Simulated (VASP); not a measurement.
Here is a VASP 6.6.1 calculation.

File INCAR:

```
PREC     = Accurate       # precision mode
ENCUT    = 600            # plane-wave cutoff, eV
EDIFF    = 1E-8           # SCF threshold, eV
ISMEAR   = 0              # smearing method
SIGMA    = 0.01           # smearing width, eV
LREAL    = False          # projectors in reciprocal space
LASPH    = True           # aspherical terms in the spheres
NELM     = 60             # most SCF steps
ALGO     = Normal         # electronic algorithm
ISIF     = 3              # what is computed and relaxed
LWAVE    = False          # write WAVECAR
LCHARG   = True           # write CHGCAR
GGA      = CA             # functional
IBRION   = 6              # ionic algorithm
NFREE    = 2            
POTIM    = 0.015          # step
NSW      = 1              # ionic steps
```

The input KPOINTS:

```
Automatic mesh
0
Gamma
  8 8 8
```

POSCAR

```
LiCl
1.0
    0.0000000000      2.5014000000      2.5014000000
    2.5014000000      0.0000000000      2.5014000000
    2.5014000000      2.5014000000      0.0000000000
Li Cl
1 1
Direct
    0.0000000000      0.0000000000      0.0000000000
    0.5000000000      0.5000000000      0.5000000000
```

Potentials or basis: VASP PAW LDA potentials, release 64 (Li_sv, Cl).

The run is started by

```console
$ cat potpaw_LDA.64/Li_sv/POTCAR potpaw_LDA.64/Cl/POTCAR > POTCAR
$ mpirun -np 1 vasp_std > vasp.out
```

Estimate the elastic constants C11, C12, C44.

69, 22, 27 GPa.

What does it give for the Voigt bulk modulus?

38 GPa.

Predict the highest phonon frequency at Γ, LO-TO splitting left out.

212 cm⁻¹.

Elastic tensor in Voigt notation (GPa, in the Cartesian axes of the cell as first typed):
```
69 22 22  0  0  0
22 69 22  0  0  0
22 22 69  0  0  0
 0  0  0 27  0  0
 0  0  0  0 27  0
 0  0  0  0  0 27
```

Caveat: the cutoff is under 1.25 times the usual one of these potentials, so pressure, stress and relaxed cells hold a basis-set (Pulay) error.
